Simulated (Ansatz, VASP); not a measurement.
# Two plane-wave programs on Ru

```
Ru
1.0
    -0.06668    1.89556    1.89556
     1.89556   -0.06668    1.89556
     1.89556    1.89556   -0.06668
Ru
1
Direct
  0.00000 0.00000 0.00000
```

Change from the starting cell: equal engineering shear yz, xz and xy -0.0350, equal normal strain along x, y and z +0.0125.

Alike in both runs: task single point; functional PBE; k mesh 20 × 20 × 20; occupations gaussian, width 0.15 eV; no spin polarisation.

|  | VASP | Ansatz |
| --- | --- | --- |
| version | VASP 6.6.1 | Ansatz 0.2.0 |
| potentials or method | VASP PAW PBE potentials, release 64 (Ru_pv), cutoff 520 eV | scalar-relativistic, plane waves, PAW |
| valence electrons in the cell | 14 | 16 |

Ansatz gave:

- gap on the k mesh at the Fermi level (eV): none
- pressure (GPa): -9.0
- traceless stress, the component that is largest in VASP (GPa): 7.47

**Question.** Which values does VASP return?

**Answer.** gap on the k mesh at the Fermi level (eV): none; pressure (GPa): -9.3; traceless stress, the component that is largest in VASP (GPa): 7.45.

A gap of «none» marks a metal or a gap that the smearing closes. VASP's potentials hold 14 valence electrons a cell and Ansatz's 16, so a difference there can come from the potentials and not from the codes.
